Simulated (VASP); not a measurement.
Set up this calculation in VASP 6.6.1, as the native input.

```
Task                   : single point
Functional             : PBE
Potentials or basis    : VASP PAW PBE potentials, release 64 (Mg, Cd, Se)
Cutoff                 : 520 eV
k mesh                 : 6 × 6 × 6
Occupations            : gaussian, width 0.02 eV
Spin                   : no spin polarisation
Dipole correction      : no
Further INCAR settings : ALGO = Normal; EDIFF = 1e-07; NBANDS = 41
```

The structure of MgCd3Se4 lies in POSCAR:

```
MgCd3Se4
1.0
    6.1427643438      0.0000000000      0.0000000000
    0.0000000000      6.1427643438      0.0000000000
    0.0000000000      0.0000000000      6.1427643438
Mg Cd Se
1 3 4
Direct
    0.5000000000      0.5000000000      0.5000000000
    0.0000000000      0.0000000000      0.5000000000
    0.0000000000      0.5000000000      0.0000000000
    0.5000000000      0.0000000000      0.0000000000
    0.7446761125      0.7446761125      0.7446761125
    0.7446761125      0.2553238875      0.2553238875
    0.2553238875      0.7446761125      0.2553238875
    0.2553238875      0.2553238875      0.7446761125
```

One way to write it, as run:

INCAR

```
  PREC = Accurate
  ENCUT = 520
  EDIFF = 1E-7
  ISMEAR = 0
  SIGMA = 0.02
  LREAL = False
  LASPH = True
  NELM = 60
  ALGO = Normal
  ISIF = 2
  LWAVE = False
  LCHARG = True
  GGA = PE
  LELF = True
  LVHAR = True
  NBANDS = 41
```

KPOINTS

```
Automatic mesh
0
Gamma
  6 6 6
```

Potentials or basis: VASP PAW PBE potentials, release 64 (Mg, Cd, Se).

Command:

```bash
$ cat potpaw_PBE.64/Mg/POTCAR potpaw_PBE.64/Cd/POTCAR potpaw_PBE.64/Se/POTCAR > POTCAR
$ mpirun -np 1 vasp_std > vasp.out
```

Results of the run:

```yaml
Pressure: 0.2 GPa
Largest_force: 0.032 eV/Å
Band_gap_on_the_k_mesh: 0.99 eV
```

Run time: 2.5 min on 1 thread of Intel(R) Xeon(R) Platinum 8488C (Sapphire Rapids), with other jobs on the host, peak memory 0.42 GiB.
